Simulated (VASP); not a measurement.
# GaN (Cmm2) in VASP: single point with r2SCAN

Aim: the single point of GaN with r2SCAN.

All numbers are computed with VASP 6.6.1; they aren't measurements. Logs are shortened: lines on timing, memory, paths and dates and some standing lists are left out, and cuts for length are marked.

### 1 The cell of the first run

It takes space group Cmm2 (No. 35, orthorhombic). Conventional cell: a = 6.374 Å, b = 6.374 Å, c = 4.507 Å, α = 90.00°, β = 90.00°, γ = 90.00°. Ga (site symmetry mm2) has 4 N at 1.85 to 2.06 Å within 2.5 Å. Within 2.6 Å of Ga (site symmetry mm2) lie 4 N at 1.95 Å. Within 2.6 Å of Ga (site symmetry 2) lie 4 N at 1.95 Å. Within 2.6 Å of N (site symmetry m) lie 4 Ga at 1.95 to 2.06 Å. N (site symmetry m) has 4 Ga at 1.85 to 1.95 Å within 2.5 Å.

### 2 Single point, r2SCAN (atom 1 (Ga) moved +0.180 Å along Cartesian [0 0 1])

Contents of POSCAR:

```
GaN
1.0
    4.5070012150      0.0000000000      0.0000000000
    0.0000000000     -4.5070012150      0.0000000000
    0.0000000000      0.0000000000     -4.5070012150
Ga N
4 4
Direct
    0.0000000000      0.5000000000      0.4600621363
    0.5000000000      0.0000000000      0.5000000000
    0.5000000000      0.5000000000      0.0000000000
    0.0000000000      0.0000000000      0.0000000000
    0.7500000000      0.7500000000      0.7500000000
    0.2500000000      0.2500000000      0.7500000000
    0.2500000000      0.7500000000      0.2500000000
    0.7500000000      0.2500000000      0.2500000000
```

Contents of INCAR.step1:

```
  PREC = Accurate
  ENCUT = 520
  ISMEAR = 0
  SIGMA = 0.05
  LREAL = False
  LASPH = True
  NELM = 80
  NBANDS = 46
  GGA = PE
  ALGO = Normal
  EDIFF = 1E-4
  LWAVE = True
  LCHARG = False
```

Contents of INCAR.step2:

```
  PREC = Accurate
  ENCUT = 520
  EDIFF = 1E-6
  ISMEAR = 0
  SIGMA = 0.05
  LREAL = False
  LASPH = True
  NELM = 80
  ALGO = Normal
  ISIF = 2
  LWAVE = False
  LCHARG = False
  METAGGA = R2SCAN
  LMIXTAU = True
  NBANDS = 46
  ISTART = 1
```

Contents of KPOINTS:

```
regular mesh
0
Gamma
  6 6 6
```

Potentials or basis: VASP PAW PBE potentials, release 64 (Ga_d, N).

Launch:

```console
$ cat potpaw_PBE.64/Ga_d/POTCAR potpaw_PBE.64/N/POTCAR > POTCAR
$ cp INCAR.step1 INCAR
$ mpirun -np 1 vasp_std > vasp.out
$ cp INCAR.step2 INCAR
$ mpirun -np 1 vasp_std > vasp.out
```

OUTCAR:

```text
PREC = Accurate
   ENCUT = 520
   EDIFF = 1E-6
   ISMEAR = 0
   LREAL = False
   LASPH = True
   NELM = 80
   ISIF = 2
   METAGGA = R2SCAN
   ISTART = 1

 ion  position               nearest neighbor table
   1  0.000  0.500  0.460-   7 1.85   8 1.85   5 2.06   6 2.06
   2  0.500  0.000  0.500-   5 1.95   6 1.95   7 1.95   8 1.95
   3  0.500  0.500  0.000-   5 1.95   6 1.95   7 1.95   8 1.95
   4  0.000  0.000  0.000-   5 1.95   6 1.95   7 1.95   8 1.95
   5  0.750  0.750  0.750-   2 1.95   3 1.95   4 1.95   1 2.06
   6  0.250  0.250  0.750-   2 1.95   3 1.95   4 1.95   1 2.06
   7  0.250  0.750  0.250-   1 1.85   2 1.95   3 1.95   4 1.95
   8  0.750  0.250  0.250-   1 1.85   2 1.95   3 1.95   4 1.95

  LATTYP: Found a simple cubic cell.
 ALAT       =     4.5070012150

  Lattice vectors:

 A1 = (   4.5070012150,   0.0000000000,   0.0000000000)
 A2 = (   0.0000000000,  -4.5070012150,   0.0000000000)
 A3 = (   0.0000000000,   0.0000000000,  -4.5070012150)

Analysis of symmetry for initial positions (statically):
=====================================================================
 Subroutine PRICEL returns:
 Original cell was already a primitive cell.

 Routine SETGRP: Setting up the symmetry group for a
 simple cubic supercell.

 Subroutine GETGRP returns: Found  4 space group operations
 (whereof  2 operations were pure point group operations)
 out of a pool of 48 trial point group operations.

The static configuration has the point symmetry C_2 .
 The point group associated with its full space group is C_2v.

Analysis of symmetry for dynamics (positions and initial velocities):
=====================================================================
 Subroutine PRICEL returns:
 Original cell was already a primitive cell.

 Routine SETGRP: Setting up the symmetry group for a
 simple cubic supercell.

 Subroutine GETGRP returns: Found  4 space group operations
 (whereof  2 operations were pure point group operations)
 out of a pool of 48 trial point group operations.

The dynamic configuration has the point symmetry C_2 .
 The point group associated with its full space group is C_2v.

 Subroutine INISYM returns: Found  4 space group operations
 (whereof  2 operations are pure point group operations),
 and found     1 'primitive' translations

----------------------------------------------------------------------------------------

                                     Primitive cell

  volume of cell :      91.5510

  direct lattice vectors                    reciprocal lattice vectors
     4.507001215  0.000000000  0.000000000     0.221877020  0.000000000  0.000000000
     0.000000000 -4.507001215  0.000000000     0.000000000 -0.221877020  0.000000000
     0.000000000  0.000000000 -4.507001215     0.000000000  0.000000000 -0.221877020

  length of vectors
     4.507001215  4.507001215  4.507001215     0.221877020  0.221877020  0.221877020

  position of ions in fractional coordinates (direct lattice)
     0.000000000  0.500000000  0.460062136
     0.500000000  0.000000000  0.500000000
     0.500000000  0.500000000  0.000000000
     0.000000000  0.000000000  0.000000000
     0.750000000  0.750000000  0.750000000
     0.250000000  0.250000000  0.750000000
     0.250000000  0.750000000  0.250000000
     0.750000000  0.250000000  0.250000000

  ion indices of the primitive-cell ions
   primitive index   ion index
                 1           1
                 2           2
                 3           3
                 4           4
                 5           5
                 6           6
                 7           7
                 8           8

----------------------------------------------------------------------------------------

 KPOINTS: regular mesh

Automatic generation of k-mesh.
 Grid dimensions read from file:
 generate k-points for:    6    6    6

 Generating k-lattice:

  Cartesian coordinates                     Fractional coordinates (reciprocal lattice)
     0.036979503  0.000000000  0.000000000     0.166666667  0.000000000  0.000000000
     0.000000000 -0.036979503  0.000000000     0.000000000  0.166666667  0.000000000
     0.000000000  0.000000000 -0.036979503     0.000000000  0.000000000  0.166666667

  Length of vectors
     0.036979503  0.036979503  0.036979503

  Shift w.r.t. Gamma in fractional coordinates (k-lattice)
     0.000000000  0.000000000  0.000000000

 Subroutine IBZKPT returns following result:
 ===========================================

 Found     52 irreducible k-points:

 Following reciprocal coordinates:
            Coordinates               Weight
  0.000000  0.000000  0.000000      1.000000
  0.166667  0.000000  0.000000      4.000000
  0.000000  0.000000  0.166667      2.000000
  0.333333  0.000000  0.000000      4.000000
  0.000000  0.000000  0.333333      2.000000
  0.500000  0.000000  0.000000      2.000000
[... 16 lines left out ...]
  0.333333  0.000000  0.500000      4.000000
  0.500000  0.500000  0.000000      1.000000
 [... further k-points ...]
   k-points           NKPTS =     52   k-points in BZ     NKDIM =     52   number of bands    NBANDS=     46
   number of dos      NEDOS =    301   number of ions     NIONS =      8
   total plane-waves  NPLWV =  46656
   dimension x,y,z NGX =    36 NGY =   36 NGZ =   36
   dimension x,y,z NGXF=    72 NGYF=   72 NGZF=   72
   ions per type =               4   4
   NGX,Y,Z   is equivalent  to a cutoff of  13.28, 13.28, 13.28 a.u.
   NGXF,Y,Z  is equivalent  to a cutoff of  26.56, 26.56, 26.56 a.u.
 SYSTEM =  unknown system
   PREC   = accura    normal or accurate (medium, high low for compatibility)
   ISTART =      1    job   : 0-new  1-cont  2-samecut
   ICHARG =      0    charge: 1-file 2-atom 10-const
   ISPIN  =      1    spin polarized calculation?
   LNONCOLLINEAR =      F non collinear calculations
   LSORBIT =      F    spin-orbit coupling
   LASPH  =      T    aspherical Exc in radial PAW
   ENCUT  =  520.0 eV  38.22 Ry    6.18 a.u.   8.38  8.38  8.38*2*pi/ulx,y,z
   NELM   =     80;   NELMIN=  2; NELMDL=  0     # of ELM steps
   EDIFF  = 0.1E-05   stopping-criterion for ELM
   LREAL  =      F    real-space projection
[... 7 lines left out ...]
   TEBEG  =    0.0;   TEEND  =   0.0 temperature during run
   PSTRESS=    0.0 pullay stress
   NELECT =      72.0000    total number of electrons
   NUPDOWN=      -1.0000    fix difference up-down
   EMIN   =  10.00;   EMAX   =-10.00  energy-range for DOS
   EFERMI =   0.00;   METHOD = LEGACY
   ISMEAR =     0;   SIGMA  =   0.05  broadening in eV -4-tet -1-fermi 0-gaus
   EFERMI_NEDOS =   21; number of points for ismear=-14 and -15
   IALGO  =     38    algorithm
   IMIX   =      4    mixing-type and parameters
     AMIX     =   0.40;   BMIX     =  1.00
     AMIX_MAG =   1.60;   BMIX_MAG =  1.00
  volume/ion in A,a.u.               =      11.44        77.23
  Fermi-wavevector in a.u.,A,eV,Ry     =   1.511117  2.855596 31.068543  2.283473
  Thomas-Fermi vector in A             =   2.621216
   LORBIT       =      0    0 simple, 1 ext, 2 COOP (PROOUT), +10 PAW based schemes
   METAGGA = R2SCAN    functional components
   LHFCALC =     F    Hartree Fock is set to
   AEXX    =    0.0000 exact exchange contribution
   IVDW    =     0    specifies the selected vdW correction
   LEPSILON=     F    determine dielectric tensor
   LRPA    =     F    only Hartree local field effects (RPA)
 non-spin polarized calculation
 Gauss-broadening in eV      SIGMA  =   0.05
  energy-cutoff  :      520.00
  volume of cell :       91.55
 maximum number of plane-waves:      2517
 NGX is ok and might be reduce to    36
   NGX = 17   NGY = 17   NGZ = 17

 number of electron      72.0000038 magnetization

 Free energy of the ion-electron system (eV)
  ---------------------------------------------------
  ext. energy  EPLUGINS =         0.00000000
  ---------------------------------------------------
  free energy    TOTEN  =       -87.29269037 eV

  energy without entropy =      -87.29269037  energy(sigma->0) =      -87.29269037

 E-fermi :   5.3606     XC(G=0): -12.6323

 val. band max:        5.1273725123   @ k =   0.0000   0.0000   0.0000
 cond. band min:       7.0835469992   @ k =   0.0000   0.0000   0.0000
 fundamental gap:      1.9561744869
 Fermi energy:         5.3605793912

 k-point     1 :       0.0000    0.0000    0.0000
  band No.  band energies     occupation
      1     -11.8384      2.00000
      2     -10.8344      2.00000
      3     -10.4928      2.00000
      4     -10.2897      2.00000
      5      -8.8632      2.00000
      6      -8.8453      2.00000
[... 38 lines left out ...]
     45      16.0790      0.00000
     46      16.1180      0.00000

 k-point     2 :       0.1667    0.0000    0.0000
  band No.  band energies     occupation
      1     -11.7421      2.00000
      2     -10.8640      2.00000
      3     -10.4850      2.00000
      4     -10.3046      2.00000
      5      -8.8474      2.00000
      6      -8.8288      2.00000
[... 38 lines left out ...]
     45      16.2809      0.00000
     46      16.3301      0.00000

 k-point     3 :       0.0000    0.0000    0.1667
  band No.  band energies     occupation
      1     -11.7502      2.00000
      2     -10.8353      2.00000
      3     -10.5200      2.00000
      4     -10.2894      2.00000
      5      -8.8454      2.00000
      6      -8.8216      2.00000
[... 38 lines left out ...]
     45      16.2207      0.00000
     46      16.3556      0.00000

 k-point     4 :       0.3333    0.0000    0.0000
  band No.  band energies     occupation
      1     -11.4903      2.00000
      2     -10.9703      2.00000
      3     -10.4591      2.00000
      4     -10.3498      2.00000
      5      -8.7983      2.00000
      6      -8.7811      2.00000
[... 920 lines left out ...]
     45      15.1081      0.00000
     46      15.1669      0.00000

 k-point    23 :       0.3333    0.0000    0.5000
  band No.  band energies     occupation
      1     -11.2340      2.00000
      2     -10.9482      2.00000
      3     -10.5503      2.00000
      4     -10.3611      2.00000
      5      -8.7712      2.00000
      6      -8.7527      2.00000
[... 38 lines left out ...]
     45      15.0398      0.00000
     46      15.2551      0.00000

 k-point    24 :       0.5000    0.5000    0.0000
  band No.  band energies     occupation
      1     -11.1050      2.00000
      2     -11.0585      2.00000
      3     -10.4504      2.00000
      4     -10.4408      2.00000
      5      -8.7596      2.00000
      6      -8.7528      2.00000
[... 38 lines left out ...]
     45      15.0094      0.00000
     46      15.2367      0.00000

 [... further k-points ...]

------------------------ aborting loop because EDIFF is reached ----------------------------------------

  FORCE on cell =-STRESS in cart. coord.  units (eV):
  Direction    XX          YY          ZZ          XY          YZ          ZX
  --------------------------------------------------------------------------------------
  -------------------------------------------------------------------------------------
  Total        0.7636127      0.7636127     -0.2119769     -1.5833865      0.0000000      0.0000000
  in kB       13.3635153     13.3635153     -3.7096776    -27.7098699      0.0000000      0.0000000
  external PRESSURE =       7.6724510 kB  Pullay stress =       0.0000000 kB

 VOLUME and BASIS-vectors are now :
 -----------------------------------------------------------------------------
  energy-cutoff  :      520.00
  volume of cell :       91.55
      direct lattice vectors                 reciprocal lattice vectors
     4.507001215  0.000000000  0.000000000     0.221877020  0.000000000  0.000000000
     0.000000000 -4.507001215  0.000000000     0.000000000 -0.221877020  0.000000000
     0.000000000  0.000000000 -4.507001215     0.000000000  0.000000000 -0.221877020

 POSITION                                       TOTAL-FORCE (eV/Angst)
 -----------------------------------------------------------------------------------
      0.00000     -2.25350     -2.07350         0.000000      0.000000     -3.252743
      2.25350      0.00000     -2.25350         0.000000      0.000000     -0.600643
      2.25350     -2.25350      0.00000         0.000000      0.000000      0.814192
      0.00000      0.00000      0.00000         0.000000      0.000000      0.814192
      3.38025     -3.38025     -3.38025         0.277029      0.277029      0.458682
      1.12675     -1.12675     -3.38025        -0.277029     -0.277029      0.458682
      1.12675     -3.38025     -1.12675         0.594186     -0.594186      0.653819
      3.38025     -1.12675     -1.12675        -0.594186      0.594186      0.653819
 -----------------------------------------------------------------------------------
    total drift:                                0.000000     -0.000000     -0.005508

  FREE ENERGIE OF THE ION-ELECTRON SYSTEM (eV)
  ---------------------------------------------------
  free  energy   TOTEN  =       -87.2926903747 eV

  energy  without entropy=      -87.2926903747  energy(sigma->0) =      -87.29269037
```

It took 4.5 min on 1 thread of Intel Xeon 6975P-C (Granite Rapids), shared host; peak memory 0.31 GiB.

What came out:

- Free energy: -87.2927 eV
- Pressure: 0.8 GPa
- Largest force: 3.253 eV/Å
- Band gap on the k mesh: 1.96 eV

Forces on the atoms (eV/Å):
```
Ga   0.000  0.000 -3.253
Ga   0.000  0.000 -0.601
Ga   0.000  0.000  0.814
Ga   0.000  0.000  0.814
N    0.277  0.277  0.459
N   -0.277 -0.277  0.459
N    0.594 -0.594  0.654
N   -0.594  0.594  0.654
```

Caveat: the cell differs from its parent crystal (atom 1 (Ga) moved +0.180 Å along Cartesian [0 0 1]); the PAW data sets were made with another functional, which shifts forces and pressure a little.
